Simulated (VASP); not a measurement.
A run of VASP 6.6.1 is set up as follows.

Contents of INCAR:

```
SYSTEM = HfO2
PREC = Accurate
ENCUT = 520
EDIFF = 1E-7
ISMEAR = 0
SIGMA = 0.01
LREAL = .False.
LASPH = .True.
NELM = 100
ALGO = Normal
ISIF = 2
LWAVE = .False.
LCHARG = .False.
GGA = PS
NBANDS = 18
```

Contents of KPOINTS:

```
regular mesh
0
Gamma
  4 4 4
  0 0 0
```

File POSCAR:

```
HfO2
1.0
    3.5450060649      0.0000000000      0.0000000000
    1.7725030324      3.0700653087      0.0000000000
    1.7725030324      1.0233551029      2.8944853313
Hf O
1 2
Direct
    0.0000000000      0.0000000000      0.0000000000
    0.2500000000      0.2500000000      0.2500000000
    0.7500000000      0.7500000000      0.7500000000
```

Potentials or basis: VASP PAW PBE potentials, release 64 (Hf_pv, O).

The run is started by

```sh
$ cat potpaw_PBE.64/Hf_pv/POTCAR potpaw_PBE.64/O/POTCAR > POTCAR
$ mpirun -np 1 vasp_std > vasp.out
```

Task: What does it give for the band gap on the k mesh?

Result: 3.76 eV, direct.

Task: What does it give for the pressure?

Result: 1.1 GPa.

Caveat: the k points lie up to 0.54 Å⁻¹ apart; the PAW data sets were made with another functional, which shifts forces and pressure a little; spin-orbit coupling is left out, which moves the levels of the heavy elements. A k mesh can miss the band edges.
